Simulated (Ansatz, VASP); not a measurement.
## Mg: VASP beside Ansatz

```
CELL_PARAMETERS angstrom
3.05030 0.00000 0.00000
-1.52515 2.64164 0.00000
0.00000 0.00000 2.99917
ATOMIC_POSITIONS crystal
Mg 0.00000 0.00000 0.00000
```

Change from the starting cell: strain +0.000 along x and y, -0.015 along z, atoms carried along.

Alike in both runs: task single point; functional LDA; k mesh 18 × 18 × 16; occupations gaussian, width 0.15 eV; no spin polarisation.

|  | VASP | Ansatz |
| --- | --- | --- |
| version | VASP 6.6.1 | Ansatz 0.2.0 |
| potentials or method | VASP PAW LDA potentials, release 64 (Mg), cutoff 520 eV | scalar-relativistic, plane waves, PAW |
| valence electrons in the cell | 2 | 10 |

|  | VASP | Ansatz | Ansatz less VASP |
| --- | --- | --- | --- |
| gap on the k mesh at the Fermi level (eV) | none | none | - |
| pressure (GPa) | -0.4 | -0.2 | +0.25 |
| traceless stress, the component that is largest in VASP (GPa) | 0.52 | 0.51 | -0.012 |

LDA's correlation is that of Perdew and Zunger in VASP and of Perdew and Wang (1992) in Ansatz. A gap of «none» marks a metal or a gap that the smearing closes. VASP's potentials hold 2 valence electrons a cell and Ansatz's 10, so a difference there can come from the potentials and not from the codes.
